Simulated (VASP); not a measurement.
A run of VASP 6.6.1:

File INCAR:

```
PREC = Accurate
ENCUT = 600
EDIFF = 1E-6
ISMEAR = -1
SIGMA = 0.05
LREAL = False
LASPH = True
NELM = 80
ALGO = Normal
ISIF = 3
LWAVE = False
LCHARG = False
GGA = PE
IVDW = 12
IBRION = 2
NSW = 60
EDIFFG = -0.01
```

Contents of KPOINTS:

```
Automatic mesh
0
Gamma
  8 8 8
```

Contents of POSCAR:

```
PtSe
1.0
    0.0000000000      2.7984111300      2.7984111300
    2.7984111300      0.0000000000      2.7984111300
    2.7984111300      2.7984111300      0.0000000000
Pt Se
1 1
Direct
    0.5000000000      0.5000000000      0.5000000000
    0.0000000000      0.0000000000      0.0000000000
```

Potentials or basis: VASP PAW PBE potentials, release 64 (Pt, Se).

Command:

```bash
$ cat potpaw_PBE.64/Pt/POTCAR potpaw_PBE.64/Se/POTCAR > POTCAR
$ mpirun -np 1 vasp_std > vasp.out
```

Hardware: 1 thread of Intel Xeon 8259CL (shared host).

Estimate the wall time of this run.

Run time: 96 s on 1 thread of Intel Xeon 8259CL (shared host), peak memory 0.2 GiB. Counts: scf iterations 55, k points 29, ion steps 7.
